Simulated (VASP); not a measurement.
Pt, 1 atom in the cell. Symmetry: Fm-3m, No. 225, cubic system. Conventional cell: a = 3.919 Å, b = 3.919 Å, c = 3.919 Å, α = 90.00°, β = 90.00°, γ = 90.00°. Within 3.7 Å of Pt (site symmetry m-3m) lie 12 Pt at 2.77 Å. 

| Item | Value |
| --- | --- |
| Program | VASP 6.6.1 |
| Task | single point |
| Functional | PBEsol |
| Potentials or basis | VASP PAW PBE potentials, release 64 (Pt) |
| Cutoff | 520 eV |
| k mesh | 12 × 12 × 12 |
| Occupations | fermi-dirac, width 0.05 eV |
| Spin | no spin polarisation |
| Dipole correction | no |
| Further INCAR settings | ALGO = Normal; EDIFF = 1e-06; NBANDS = 11 |

Potentials or basis: VASP PAW PBE potentials, release 64 (Pt).

The run is started by

```bash
$ cat potpaw_PBE.64/Pt/POTCAR > POTCAR
$ mpirun -np 1 vasp_std > vasp.out
```

Hardware: 1 thread of Intel(R) Xeon(R) Platinum 8488C (Sapphire Rapids) (shared host).

Task: Estimate the wall time of this run.

Result: Run time: 5.9 s on 1 thread of Intel(R) Xeon(R) Platinum 8488C (Sapphire Rapids), with other jobs on the host, peak memory 0.15 GiB. Counts: scf iterations 11, k points 72.
